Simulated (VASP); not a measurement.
Runs of VASP 6.6.1 on NbB2. The structure is that of space group P6/mmm (No. 191), or close to it. The cells are those of the table. 

| cell | gap on the mesh (eV) | pressure (GPa) |
| --- | --- | --- |
| a = 3.166, b = 3.166, c = 3.392 Å, angles 90.0, 90.0, 120.0°, 3 atoms | none | (b) |
| a = 3.001, b = 3.001, c = 3.215 Å, angles 90.0, 90.0, 120.0°, 3 atoms | none | 24.0 |
| a = 3.030, b = 3.030, c = 3.246 Å, angles 90.0, 90.0, 120.0°, 3 atoms | none | 13.0 |
| a = 3.113, b = 3.113, c = 3.335 Å, angles 90.0, 90.0, 120.0°, 3 atoms | none | (a) |
| a = 3.140, b = 3.140, c = 3.364 Å, angles 90.0, 90.0, 120.0°, 3 atoms | none | -18.8 |
| a = 3.086, b = 3.086, c = 3.306 Å, angles 90.0, 90.0, 120.0°, 3 atoms | none | -5.0 |
| a = 3.058, b = 3.058, c = 3.276 Å, angles 90.0, 90.0, 120.0°, 3 atoms | none | 3.4 |

Alike in all rows: task single point; level LDA; potentials or basis VASP PAW LDA potentials, release 64 (Nb_sv, B); no spin polarisation; k mesh 11 × 11 × 9; cutoff (eV) 520; smearing fermi-dirac 0.1 eV.

Question: Fill in the values left out.

Answer: (a) -12.3; (b) -24.3.

A k mesh can miss the band edges, and the runs leave out spin-orbit coupling on Nb.

A gap of «none» marks levels without a gap at the run's occupations.
